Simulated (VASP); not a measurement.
# Mg (Pm-3m) in VASP: a series of runs, part 3 of 3

VASP 6.6.1. The steps go on from the part before.

## 6. Single point, RPBE (volume scaled by 1.08)

Contents of INCAR:

```
PREC = Accurate
ENCUT = 520
EDIFF = 1E-6
ISMEAR = -1
SIGMA = 0.1
LREAL = F
LASPH = T
NELM = 80
ALGO = Normal
ISIF = 2
LWAVE = F
LCHARG = F
GGA = RP
NBANDS = 7
```

Contents of KPOINTS:

```
regular mesh
0
Gamma
  12 12 12
```

Contents of POSCAR:

```
Mg
1.0
    3.1337268100      0.0000000000      0.0000000000
    0.0000000000      3.1337268100      0.0000000000
    0.0000000000      0.0000000000      3.1337268100
Mg
1
Direct
    0.0000000000      0.0000000000      0.0000000000
```

Potentials or basis: VASP PAW PBE potentials, release 64 (Mg).

Command:

```
> cat potpaw_PBE.64/Mg/POTCAR > POTCAR
> mpirun -np 1 vasp_std > vasp.out
```

OUTCAR:

```text
PREC = Accurate
   ENCUT = 520
   EDIFF = 1E-6
   ISMEAR = -1
   LREAL = F
   LASPH = T
   NELM = 80
   ISIF = 2
   GGA = RP

 ion  position               nearest neighbor table
   1  0.000  0.000  0.000-

  LATTYP: Found a simple cubic cell.
 ALAT       =     3.1337268100

  Lattice vectors:

 A1 = (   3.1337268100,   0.0000000000,   0.0000000000)
 A2 = (   0.0000000000,   3.1337268100,   0.0000000000)
 A3 = (   0.0000000000,   0.0000000000,   3.1337268100)

Analysis of symmetry for initial positions (statically):
=====================================================================
 Subroutine PRICEL returns:
 Original cell was already a primitive cell.

 Routine SETGRP: Setting up the symmetry group for a
 simple cubic supercell.

 Subroutine GETGRP returns: Found 48 space group operations
 (whereof 48 operations were pure point group operations)
 out of a pool of 48 trial point group operations.

The static configuration has the point symmetry O_h .

Analysis of symmetry for dynamics (positions and initial velocities):
=====================================================================
 Subroutine PRICEL returns:
 Original cell was already a primitive cell.

 Routine SETGRP: Setting up the symmetry group for a
 simple cubic supercell.

 Subroutine GETGRP returns: Found 48 space group operations
 (whereof 48 operations were pure point group operations)
 out of a pool of 48 trial point group operations.

The dynamic configuration has the point symmetry O_h .

 Subroutine INISYM returns: Found 48 space group operations
 (whereof 48 operations are pure point group operations),
 and found     1 'primitive' translations

----------------------------------------------------------------------------------------

                                     Primitive cell

  volume of cell :      30.7740

  direct lattice vectors                    reciprocal lattice vectors
     3.133726810  0.000000000  0.000000000     0.319108863  0.000000000  0.000000000
     0.000000000  3.133726810  0.000000000     0.000000000  0.319108863  0.000000000
     0.000000000  0.000000000  3.133726810     0.000000000  0.000000000  0.319108863

  length of vectors
     3.133726810  3.133726810  3.133726810     0.319108863  0.319108863  0.319108863

  position of ions in fractional coordinates (direct lattice)
     0.000000000  0.000000000  0.000000000

  ion indices of the primitive-cell ions
   primitive index   ion index
                 1           1

----------------------------------------------------------------------------------------

 KPOINTS: regular mesh

Automatic generation of k-mesh.
 Grid dimensions read from file:
 generate k-points for:   12   12   12

 Generating k-lattice:

  Cartesian coordinates                     Fractional coordinates (reciprocal lattice)
     0.026592405  0.000000000  0.000000000     0.083333333  0.000000000  0.000000000
     0.000000000  0.026592405  0.000000000     0.000000000  0.083333333  0.000000000
     0.000000000  0.000000000  0.026592405     0.000000000  0.000000000  0.083333333

  Length of vectors
     0.026592405  0.026592405  0.026592405

  Shift w.r.t. Gamma in fractional coordinates (k-lattice)
     0.000000000  0.000000000  0.000000000

 Subroutine IBZKPT returns following result:
 ===========================================

 Found     84 irreducible k-points:

 Following reciprocal coordinates:
            Coordinates               Weight
  0.000000  0.000000  0.000000      1.000000
  0.083333  0.000000  0.000000      6.000000
  0.166667  0.000000  0.000000      6.000000
  0.250000  0.000000  0.000000      6.000000
  0.333333  0.000000  0.000000      6.000000
  0.416667  0.000000  0.000000      6.000000
[... 16 lines left out ...]
  0.333333  0.333333  0.000000     12.000000
  0.416667  0.333333  0.000000     24.000000
 [... further k-points ...]
   k-points           NKPTS =     84   k-points in BZ     NKDIM =     84   number of bands    NBANDS=      7
   number of dos      NEDOS =    301   number of ions     NIONS =      1
   total plane-waves  NPLWV =  13824
   dimension x,y,z NGX =    24 NGY =   24 NGZ =   24
   dimension x,y,z NGXF=    48 NGYF=   48 NGZF=   48
   ions per type =               1
   NGX,Y,Z   is equivalent  to a cutoff of  12.73, 12.73, 12.73 a.u.
   NGXF,Y,Z  is equivalent  to a cutoff of  25.46, 25.46, 25.46 a.u.
 SYSTEM =  unknown system
   PREC   = accura    normal or accurate (medium, high low for compatibility)
   ISTART =      0    job   : 0-new  1-cont  2-samecut
   ICHARG =      2    charge: 1-file 2-atom 10-const
   ISPIN  =      1    spin polarized calculation?
   LNONCOLLINEAR =      F non collinear calculations
   LSORBIT =      F    spin-orbit coupling
   LASPH  =      T    aspherical Exc in radial PAW
   ENCUT  =  520.0 eV  38.22 Ry    6.18 a.u.   5.83  5.83  5.83*2*pi/ulx,y,z
   NELM   =     80;   NELMIN=  2; NELMDL= -5     # of ELM steps
   EDIFF  = 0.1E-05   stopping-criterion for ELM
   LREAL  =      F    real-space projection
   EDIFFG = 0.1E-04   stopping-criterion for IOM
   NSW    =      0    number of steps for IOM
   IBRION =     -1    ionic relax: 0-MD 1-quasi-New 2-CG
   NFREE  =      0    steps in history (QN), initial steepest desc. (CG)
   ISIF   =      2    stress and relaxation
   ISYM   =      2    0-nonsym 1-usesym 2-fastsym
   POTIM  = 0.5000    time-step for ionic-motion
   TEBEG  =    0.0;   TEEND  =   0.0 temperature during run
   PSTRESS=    0.0 pullay stress
   NELECT =       2.0000    total number of electrons
   NUPDOWN=      -1.0000    fix difference up-down
   EMIN   =  10.00;   EMAX   =-10.00  energy-range for DOS
   EFERMI =   0.00;   METHOD = LEGACY
   ISMEAR =    -1;   SIGMA  =   0.10  broadening in eV -4-tet -1-fermi 0-gaus
   EFERMI_NEDOS =   21; number of points for ismear=-14 and -15
   IALGO  =     38    algorithm
   IMIX   =      4    mixing-type and parameters
     AMIX     =   0.40;   BMIX     =  1.00
     AMIX_MAG =   1.60;   BMIX_MAG =  1.00
  volume/ion in A,a.u.               =      30.77       207.67
  Fermi-wavevector in a.u.,A,eV,Ry     =   0.658199  1.243815  5.894391  0.433226
  Thomas-Fermi vector in A             =   1.729945
   LORBIT       =      0    0 simple, 1 ext, 2 COOP (PROOUT), +10 PAW based schemes
   GGA     = RP    functional components
   LHFCALC =     F    Hartree Fock is set to
   AEXX    =    0.0000 exact exchange contribution
   IVDW    =     0    specifies the selected vdW correction
   LEPSILON=     F    determine dielectric tensor
   LRPA    =     F    only Hartree local field effects (RPA)
 non-spin polarized calculation
  energy-cutoff  :      520.00
  volume of cell :       30.77
 maximum number of plane-waves:       852
 NGX is ok and might be reduce to    24
   NGX = 11   NGY = 11   NGZ = 11

 number of electron       2.0000000 magnetization

 Free energy of the ion-electron system (eV)
  ---------------------------------------------------
  ext. energy  EPLUGINS =         0.00000000
  ---------------------------------------------------
  free energy    TOTEN  =        -0.95740655 eV

  energy without entropy =       -0.94030510  energy(sigma->0) =       -0.94885583

 E-fermi :   1.2631     XC(G=0):  -7.5106

 val. band max:        1.2448702430   @ k =   0.5000   0.3333   0.0833
 cond. band min:       1.3536861518   @ k =   0.5000   0.2500   0.2500
 fundamental gap:      0.1088159088
 Fermi energy:         1.2630642659

 k-point     1 :       0.0000    0.0000    0.0000
  band No.  band energies     occupation
      1      -4.4501      2.00000
      2       9.0345      0.00000
      3       9.0345      0.00000
      4      10.0796      0.00000
      5      10.0796      0.00000
      6      10.0796      0.00000
      7      14.1084      0.00000

 k-point     2 :       0.0833    0.0000    0.0000
  band No.  band energies     occupation
      1      -4.3442      2.00000
      2       7.5561      0.00000
      3       9.1280      0.00000
      4      10.1705      0.00000
      5      10.1705      0.00000
      6      11.2547      0.00000
      7      14.6631      0.00000
[... 201 lines left out ...]
 k-point    23 :       0.3333    0.3333    0.0000
  band No.  band energies     occupation
      1      -1.1106      2.00000
      2       3.3130      0.00000
      3       4.3042      0.00000
      4       8.5960      0.00000
      5      12.9558      0.00000
      6      14.3088      0.00000
      7      16.7629      0.00000

 k-point    24 :       0.4167    0.3333    0.0000
  band No.  band energies     occupation
      1      -0.1967      2.00000
      2       2.2226      0.00014
      3       4.7797      0.00000
      4       7.1897      0.00000
      5      13.7347      0.00000
      6      15.1862      0.00000
      7      15.8848      0.00000

 [... further k-points ...]
[... 5 lines left out ...]
  --------------------------------------------------------------------------------------
  -------------------------------------------------------------------------------------
  Total       -0.2816299     -0.2816299     -0.2816299     -0.0000000     -0.0000000      0.0000000
  in kB      -14.6624287    -14.6624287    -14.6624287     -0.0000000     -0.0000000      0.0000000
  external PRESSURE =     -14.6624287 kB  Pullay stress =       0.0000000 kB

 VOLUME and BASIS-vectors are now :
 -----------------------------------------------------------------------------
  energy-cutoff  :      520.00
  volume of cell :       30.77
      direct lattice vectors                 reciprocal lattice vectors
     3.133726810  0.000000000  0.000000000     0.319108863  0.000000000  0.000000000
     0.000000000  3.133726810  0.000000000     0.000000000  0.319108863  0.000000000
     0.000000000  0.000000000  3.133726810     0.000000000  0.000000000  0.319108863

 POSITION                                       TOTAL-FORCE (eV/Angst)
 -----------------------------------------------------------------------------------
      0.00000      0.00000      0.00000         0.000000      0.000000      0.000000
 -----------------------------------------------------------------------------------
    total drift:                                0.000000      0.000000      0.000000

  FREE ENERGIE OF THE ION-ELECTRON SYSTEM (eV)
  ---------------------------------------------------
  free  energy   TOTEN  =        -0.9574065517 eV

  energy  without entropy=       -0.9403050984  energy(sigma->0) =       -0.94885583
```

OSZICAR:

```text
N       E                     dE             d eps       ncg     rms          rms(c)
DAV:   1    -0.475818311839E+00   -0.47582E+00   -0.73230E+02  1225   0.190E+02
DAV:   2    -0.963377676887E+00   -0.48756E+00   -0.47998E+00  1470   0.946E+00
DAV:   3    -0.965530199694E+00   -0.21525E-02   -0.21515E-02  1533   0.688E-01
DAV:   4    -0.965534791549E+00   -0.45919E-05   -0.45918E-05  1673   0.257E-02
DAV:   5    -0.965534808800E+00   -0.17251E-07   -0.17145E-07  1561   0.949E-04    0.596E-01
DAV:   6    -0.962106111720E+00    0.34287E-02   -0.10062E-03  1372   0.183E-01    0.387E-01
DAV:   7    -0.957380364700E+00    0.47257E-02   -0.52621E-03  1309   0.350E-01    0.294E-02
DAV:   8    -0.957408422381E+00   -0.28058E-04   -0.59782E-05  1533   0.389E-02    0.859E-03
DAV:   9    -0.957407007383E+00    0.14150E-05   -0.37793E-06  1414   0.840E-03    0.854E-04
DAV:  10    -0.957406551661E+00    0.45572E-06   -0.44402E-08   889   0.103E-03
   1 F= -.95740655E+00 E0= -.94885583E+00  d E =-.171015E-01
```

Run time: 15 s. Hardware: 1 thread of Intel Xeon 6975P-C, shared host; peak memory 0.14 GiB.

Results:

```yaml
Free_energy: -0.9574 eV
Pressure: -1.5 GPa
Band_gap_on_the_k_mesh: zero (band 1 reaches 5.44 eV, above the bottom of band 2 at -0.41 eV)
```

Caveat: the PAW data sets were made with another functional, which shifts forces and pressure a little.

## 7. The runs side by side

```csv
cell,gap on the mesh (eV),pressure (GPa)
"a = 2.971 Å, 1 atom",none,2.1
"a = 3.013 Å, 1 atom",none,0.9
"a = 3.054 Å, 1 atom",none,0.0
"a = 3.095 Å, 1 atom",none,-0.8
"a = 3.134 Å, 1 atom",none,-1.5
```

Alike in all rows: task single point; level RPBE; potentials or basis VASP PAW PBE potentials, release 64 (Mg); no spin polarisation; k mesh 12 × 12 × 12; cutoff (eV) 520; smearing fermi-dirac 0.1 eV.

Caveats: the PAW data sets were made with another functional, which shifts forces and pressure a little.

Total energies depend on the potentials used, so only differences within one code and one set of settings carry meaning.
